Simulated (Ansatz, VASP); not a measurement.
# BP: VASP beside Ansatz

```
P B
1.0
     0.00000    2.26900    2.26900
     2.26900    0.00000    2.26900
     2.26900    2.26900    0.00000
P B
1 1
Direct
  0.75000 0.75000 0.75000
  0.00000 0.00000 0.00000
```

Alike in both runs: functional r2SCAN; dispersion rVV10; k mesh 10 × 10 × 10; occupations gaussian, width 0.15 eV; no spin polarisation.

```csv
,VASP,Ansatz
version,VASP 6.6.1,Ansatz 0.2.0
potentials or method,"VASP PAW PBE potentials, release 64 (P, B)",Ansatz NC with PseudoDojo standard (PBE files)
plane-wave cutoff (eV),520,1034
valence electrons in the cell,8,8
task,single point,band structure
```

```tsv
	VASP	Ansatz	Ansatz less VASP
gap on the k mesh at the Fermi level (eV)	1.42	1.31	-0.102
least direct gap on the mesh (eV)	3.63	3.57	-0.063
```

VASP's potentials were made for PBE, not for r2SCAN.

Noted on Ansatz's run: the rVV10 pressure on norm-conserving files is uncertain.
